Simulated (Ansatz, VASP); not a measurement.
**BaTiO3: VASP beside Ansatz**

```xyz
5
Lattice="3.9998 0.0000 0.0000 0.0000 3.9998 0.0000 0.0000 0.0000 4.0582" Properties=species:S:1:pos:R:3 pbc="T T T"
Ba    0.0000    0.0000   -0.0204
Ti    1.9999    1.9999    1.9440
O     1.9999    1.9999    0.1058
O     1.9999    0.0000    2.0857
O     0.0000    1.9999    2.0857
```

Change from the starting cell: z stretched by +1 %, ions relaxed.

Alike in both runs: functional PBE; k mesh 8 × 8 × 8; occupations fermi-dirac, width 0.02 eV; no spin polarisation.

Ansatz relaxed the structure, and its values are those at the end. VASP's run is a single point on that final structure, the one shown.

|  | VASP | Ansatz |
| --- | --- | --- |
| version | VASP 6.6.1 | Ansatz 0.2.0 |
| potentials or method | VASP PAW PBE potentials, release 64 (Ba_sv, Ti_sv, O_h) | plane-wave PAW, scalar-relativistic |
| plane-wave cutoff (eV) | 1340 | 420 |
| valence electrons in the cell | 40 | 40 |

|  | VASP | Ansatz | Ansatz less VASP |
| --- | --- | --- | --- |
| gap on the k mesh at the Fermi level (eV) | 1.79 | 1.85 | +0.059 |
| pressure (GPa) | 3.6 | 2.1 | -1.52 |
| rms of the force components (eV/Å) | 0.016 | 0.003 | -0.0131 |

Ansatz's warnings: stress scf threshold loose.

Neither program's run includes spin-orbit coupling.
